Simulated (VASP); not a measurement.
# KRh3 (Pm-3m) in VASP: further runs, part 2 of 2

VASP 6.6.1. The steps go on from the part before.

### 3 Single point, r2SCAN

This run uses another cell than the first one, of 16.58 Å³/atom, 0.971 times its volume.

POSCAR reads:

```
KRh3
1.0
    4.0475104403      0.0000000000      0.0000000000
    0.0000000000      4.0475104403      0.0000000000
    0.0000000000      0.0000000000      4.0475104403
K Rh
1 3
Direct
    0.0000000000      0.0000000000      0.0000000000
    0.0000000000      0.5000000000      0.5000000000
    0.5000000000      0.0000000000      0.5000000000
    0.5000000000      0.5000000000      0.0000000000
```

INCAR.step1 reads:

```
SYSTEM = KRh3
ALGO = Normal
EDIFF = 1E-4
ENCUT = 520
GGA = PE
ISMEAR = 0
LASPH = .True.
LCHARG = .False.
LREAL = .False.
LWAVE = .True.
NBANDS = 35
NELM = 60
PREC = Accurate
SIGMA = 0.1
```

INCAR.step2 reads:

```
SYSTEM = KRh3
ALGO = Normal
EDIFF = 1E-7
ENCUT = 520
ISIF = 2
ISMEAR = 0
ISTART = 1
LASPH = .True.
LCHARG = .False.
LMIXTAU = .True.
LREAL = .False.
LWAVE = .False.
METAGGA = R2SCAN
NBANDS = 35
NELM = 60
PREC = Accurate
SIGMA = 0.1
```

KPOINTS reads:

```
k-points
0
Gamma
  12 12 12
  0 0 0
```

Potentials or basis: VASP PAW PBE potentials, release 64 (K_sv, Rh_pv).

On the command line:

```console
$ cat potpaw_PBE.64/K_sv/POTCAR potpaw_PBE.64/Rh_pv/POTCAR > POTCAR
$ cp INCAR.step1 INCAR
$ mpirun -np 1 vasp_std > vasp.out
$ cp INCAR.step2 INCAR
$ mpirun -np 1 vasp_std > vasp.out
```

OUTCAR:

```text
SYSTEM = KRh3
   EDIFF = 1E-7
   ENCUT = 520
   ISIF = 2
   ISMEAR = 0
   ISTART = 1
   LASPH = .True.
   LREAL = .False.
   METAGGA = R2SCAN
   NELM = 60
   PREC = Accurate

 ion  position               nearest neighbor table
   1  0.000  0.000  0.000-   2 2.86   3 2.86   4 2.86   2 2.86   3 2.86   2 2.86   4 2.86   2 2.86
                             3 2.86   4 2.86   3 2.86   4 2.86
   2  0.000  0.500  0.500-   1 2.86   3 2.86   4 2.86   1 2.86   4 2.86   1 2.86   3 2.86   1 2.86
                             3 2.86   4 2.86   4 2.86   3 2.86
   3  0.500  0.000  0.500-   1 2.86   2 2.86   4 2.86   1 2.86   4 2.86   2 2.86   4 2.86   4 2.86
                             1 2.86   2 2.86   1 2.86   2 2.86
   4  0.500  0.500  0.000-   1 2.86   2 2.86   3 2.86   2 2.86   3 2.86   1 2.86   3 2.86   3 2.86
                             1 2.86   2 2.86   2 2.86   1 2.86

  LATTYP: Found a simple cubic cell.
 ALAT       =     4.0475104403

  Lattice vectors:

 A1 = (   4.0475104403,   0.0000000000,   0.0000000000)
 A2 = (   0.0000000000,   4.0475104403,   0.0000000000)
 A3 = (   0.0000000000,   0.0000000000,   4.0475104403)

[... 177 lines left out ...]

 E-fermi :   6.9460     XC(G=0): -13.0974

 val. band max:        6.9415766066   @ k =   0.2500   0.1667   0.0833
 cond. band min:       6.9508759815   @ k =   0.3333   0.0833   0.0000
 fundamental gap:      0.0092993749
 Fermi energy:         6.9459580983

 k-point     1 :       0.0000    0.0000    0.0000
  band No.  band energies     occupation
      1     -40.1154      2.00000
      2     -40.1154      2.00000
      3     -40.1154      2.00000
      4     -39.8628      2.00000
      5     -39.8628      2.00000
      6     -39.8628      2.00000
[... 901 lines left out ...]
     34      15.0257      0.00000
     35      16.9356      0.00000

 [... further k-points ...]

------------------------ aborting loop because EDIFF is reached ----------------------------------------

  FORCE on cell =-STRESS in cart. coord.  units (eV):
  Direction    XX          YY          ZZ          XY          YZ          ZX
  --------------------------------------------------------------------------------------
  -------------------------------------------------------------------------------------
  Total        0.3615003      0.3615003      0.3615003     -0.0000000      0.0000000      0.0000000
  in kB        8.7348465      8.7348465      8.7348465     -0.0000000      0.0000000      0.0000000
  external PRESSURE =       8.7348465 kB  Pullay stress =       0.0000000 kB

 VOLUME and BASIS-vectors are now :
 -----------------------------------------------------------------------------
  energy-cutoff  :      520.00
  volume of cell :       66.31
      direct lattice vectors                 reciprocal lattice vectors
     4.047510440  0.000000000  0.000000000     0.247065453  0.000000000  0.000000000
     0.000000000  4.047510440  0.000000000     0.000000000  0.247065453  0.000000000
     0.000000000  0.000000000  4.047510440     0.000000000  0.000000000  0.247065453

 POSITION                                       TOTAL-FORCE (eV/Angst)
 -----------------------------------------------------------------------------------
      0.00000      0.00000      0.00000         0.000000      0.000000      0.000000
      0.00000      2.02376      2.02376         0.000000      0.000000      0.000000
      2.02376      0.00000      2.02376         0.000000      0.000000      0.000000
      2.02376      2.02376      0.00000         0.000000      0.000000      0.000000
 -----------------------------------------------------------------------------------
    total drift:                                0.000000      0.000000     -0.000000

  FREE ENERGIE OF THE ION-ELECTRON SYSTEM (eV)
  ---------------------------------------------------
  free  energy   TOTEN  =       -74.4082012643 eV

  energy  without entropy=      -74.3762523395  energy(sigma->0) =      -74.39222680
```

OSZICAR.step1:

```text
N       E                     dE             d eps       ncg     rms          rms(c)
DAV:   1     0.652256935712E+03    0.65226E+03   -0.33146E+04  5896   0.171E+03
DAV:   2     0.375762263894E+01   -0.64850E+03   -0.63343E+03  6132   0.533E+02
DAV:   3    -0.188745378806E+02   -0.22632E+02   -0.21961E+02  6661   0.103E+02
DAV:   4    -0.196645870505E+02   -0.79005E+00   -0.78661E+00  9082   0.137E+01
DAV:   5    -0.196710556168E+02   -0.64686E-02   -0.64657E-02  6714   0.133E+00    0.220E+01
DAV:   6    -0.187787593083E+02    0.89230E+00   -0.49361E+00  6525   0.146E+01    0.765E+00
DAV:   7    -0.187359708673E+02    0.42788E-01   -0.31454E-01  6509   0.419E+00    0.576E+00
DAV:   8    -0.187318619707E+02    0.41089E-02   -0.48480E-02  7609   0.136E+00    0.575E-01
DAV:   9    -0.187303098860E+02    0.15521E-02   -0.57483E-03  6959   0.526E-01    0.205E-01
DAV:  10    -0.187302606443E+02    0.49242E-04   -0.58544E-04  6348   0.107E-01
   1 F= -.18730261E+02 E0= -.18713347E+02  d E =-.338265E-01
```

Wall time 7.8 min (1 thread of Intel Xeon 6975P-C, shared host); peak memory 0.28 GiB.

What came out:

```yaml
Free_energy: -74.4082 eV
Pressure: 0.9 GPa
Band_gap_on_the_k_mesh: zero (band 27 reaches 8.29 eV, above the bottom of band 28 at 6.63 eV)
```

Caveat: the PAW data sets were made with another functional, which shifts forces and pressure a little.

### 4 Relaxation of cell and atoms, PBE

This run uses another cell than the first one, of 17.13 Å³/atom, 1.003 times its volume.

INCAR reads:

```
PREC = Accurate ; ENCUT = 600
EDIFF = 1E-6 ; ISMEAR = 0
SIGMA = 0.1 ; LREAL = False
LASPH = True ; NELM = 60
ALGO = Fast ; ISIF = 3
LWAVE = False ; LCHARG = False
GGA = PE ; IBRION = 2
NSW = 100 ; EDIFFG = -0.01
```

KPOINTS reads:

```
regular mesh
0
Gamma
  12 12 12
```

POSCAR reads:

```
KRh3
1.0
    4.0916499360      0.0000000000      0.0000000000
    0.0000000000      4.0916499360      0.0000000000
    0.0000000000      0.0000000000      4.0916499360
K Rh
1 3
Direct
    0.0000000000      0.0000000000      0.0000000000
    0.0000000000      0.5000000000      0.5000000000
    0.5000000000      0.0000000000      0.5000000000
    0.5000000000      0.5000000000      0.0000000000
```

On the command line:

```console
$ cat potpaw_PBE.64/K_sv/POTCAR potpaw_PBE.64/Rh_pv/POTCAR > POTCAR
$ mpirun -np 1 vasp_std > vasp.out
```

Run time: 3.4 min. Hardware: 1 thread of Intel Xeon 6975P-C, shared host; peak memory 0.34 GiB.

The run converged. Its results:

- Free energy: -18.7571 eV
- Pressure after relaxing: 0.1 GPa
- Band gap on the k mesh: zero (band 27 reaches 7.84 eV, above the bottom of band 28 at 6.37 eV)

Final structure:
```
CELL_PARAMETERS angstrom
4.09165 0.00000 0.00000
0.00000 4.09165 0.00000
0.00000 0.00000 4.09165
ATOMIC_POSITIONS crystal
K 0.00000 0.00000 0.00000
Rh 0.00000 0.50000 0.50000
Rh 0.50000 0.00000 0.50000
Rh 0.50000 0.50000 0.00000
```

Levels at points of the mesh, in eV from the Fermi level:
| k point | band 24 | band 25 | band 26 | band 27 | band 28 | band 29 | band 30 | band 31 |
| --- | --- | --- | --- | --- | --- | --- | --- | --- |
| (0.00, 0.00, 0.00) | 0.17 | 0.17 | 0.90 | 1.17 | 1.17 | 1.17 | 4.94 | 4.94 |
| (0.50, 0.00, 0.00) | -0.57 | -0.35 | -0.32 | -0.32 | -0.23 | 0.29 | 1.18 | 5.60 |
| (0.50, 0.50, 0.00) | -0.85 | -0.72 | -0.72 | -0.45 | -0.30 | -0.12 | 2.00 | 3.60 |
| (0.50, 0.50, 0.50) | -0.31 | -0.31 | 0.90 | 0.90 | 0.90 | 1.19 | 3.82 | 3.82 |

Caveat: the relaxation stopped at its first step, so nothing moved.

### 5 Summary

| task | level | cell | cutoff (eV) | gap on the mesh (eV) | pressure (GPa) |
| --- | --- | --- | --- | --- | --- |
| single point | PBE | a = 4.088 Å, 4 atoms | 520 | none | 0.4 |
| single point | r2SCAN | a = 4.048 Å, 4 atoms | 520 | none | 0.9 |
| relaxation of cell and atoms | PBE | relaxed from a = 4.092 Å, 4 atoms | 600 | none | 0.1 |

Alike in all rows: potentials or basis VASP PAW PBE potentials, release 64 (K_sv, Rh_pv); no spin polarisation; k mesh 12 × 12 × 12; smearing gaussian 0.1 eV.

Caveats: the PAW data sets were made with another functional, which shifts forces and pressure a little (some runs); the relaxation stopped at its first step, so nothing moved (some runs).

Total energies depend on the potentials used, so only differences within one code and one set of settings carry meaning.
